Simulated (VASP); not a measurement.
Here is a VASP 6.6.1 calculation.

Contents of INCAR:

```
SYSTEM = ZnAu
PREC     = Accurate       ! precision mode
ENCUT    = 520            ! plane-wave cutoff, eV
EDIFF    = 1E-7           ! SCF threshold, eV
ISMEAR   = 0              ! smearing method
SIGMA    = 0.15           ! smearing width, eV
LREAL    = .False.        ! projectors in reciprocal space
LASPH    = .True.         ! aspherical terms in the spheres
NELM     = 80             ! most SCF steps
ALGO     = Fast           ! electronic algorithm
ISIF     = 2              ! what is computed and relaxed
LWAVE    = .False.        ! write WAVECAR
LCHARG   = .False.        ! write CHGCAR
GGA      = PS             ! functional
NBANDS   = 18             ! bands
```

The input KPOINTS:

```
regular mesh
0
Gamma
  16 16 16
  0 0 0
```

The input POSCAR:

```
ZnAu
1.0
    3.4187331934      0.0000000000      0.0000000000
    0.0000000000      3.4187331934      0.0000000000
    0.0000000000      0.0000000000      2.6666118909
Zn Au
1 1
Direct
    0.5000000000      0.5000000000      0.5000000000
    0.0000000000      0.0000000000      0.0000000000
```

Potentials or basis: VASP PAW PBE potentials, release 64 (Zn, Au).

Command:

```bash
$ cat potpaw_PBE.64/Zn/POTCAR potpaw_PBE.64/Au/POTCAR > POTCAR
$ mpirun -np 1 vasp_std > vasp.out
```

Problem. What does it give for the pressure?

Solution. 1.5 GPa.

Stress tensor (GPa, compression positive):
```
-2.33  0.00  0.00
 0.00 -2.33  0.00
 0.00  0.00  9.02
```

Caveat: the PAW data sets were made with another functional, which shifts forces and pressure a little.
